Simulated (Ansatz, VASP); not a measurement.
One calculation of TiC, two programs

Contents of INCAR:

```
PREC     = Accurate       # precision mode
ENCUT    = 520            # plane-wave cutoff, eV
EDIFF    = 1E-6           # SCF threshold, eV
ISMEAR   = 1              # smearing method
SIGMA    = 0.1            # smearing width, eV
LREAL    = False          # projectors in reciprocal space
LASPH    = True           # aspherical terms in the spheres
NELM     = 60             # most SCF steps
ALGO     = Normal         # electronic algorithm
ISIF     = 2              # what is computed and relaxed
LWAVE    = False          # write WAVECAR
LCHARG   = False          # write CHGCAR
GGA      = PS             # functional
NBANDS   = 15             # bands
```

KPOINTS

```
regular mesh
0
Gamma
  20 20 20
```

The input POSCAR:

```
TiC
1.0
    0.0000000000      2.1290906697      2.2355452032
    2.1290906697      0.0000000000      2.2355452032
    2.1290906697      2.1290906697      0.0000000000
Ti C
1 1
Direct
    0.0000000000      0.0000000000      0.0000000000
    0.5000000000      0.5000000000      0.5000000000
```

Input for Ansatz:

```yaml
crystal:
  lattice:
    - [0.0, 2.1290906697, 2.2355452032]
    - [2.1290906697, 0.0, 2.2355452032]
    - [2.1290906697, 2.1290906697, 0.0]
  atoms:
    - { symbol: Ti, position: [0.0, 0.0, 0.0] }
    - { symbol: C, position: [0.5, 0.5, 0.5] }
basis:
  ecutwfc: 420
kpoints:
  mp_grid: { grid: [20, 20, 20] }
hamiltonian:
  xc: pbesol
scf:
  occupations: { method: cold, width: 0.1 }
output:
  forces: true
  stress: true
  eigenvalues: true
```

Alike in both runs: task single point; functional PBEsol; k mesh 20 × 20 × 20; no spin polarisation.

```csv
,VASP,Ansatz
version,VASP 6.6.1,Ansatz 0.2.0
potentials or method,"VASP PAW PBE potentials, release 64 (Ti_sv, C), cutoff 520 eV","scalar-relativistic, plane waves, PAW"
occupations,"methfessel-paxton of order 1, width 0.1 eV","cold, width 0.1 eV"
valence electrons in the cell,16,16
```

VASP gave:

* gap on the k mesh at the Fermi level (eV): none
* pressure (GPa): -4.8
* traceless stress, the component that is largest in VASP (GPa): -11.74

Question: Which values does Ansatz return?

Answer: gap on the k mesh at the Fermi level (eV): none; pressure (GPa): -5.0; traceless stress, the component that is largest in VASP (GPa): -11.68.

VASP's potentials were made for PBE, not for PBEsol. A gap of «none» marks a metal or a gap that the smearing closes.
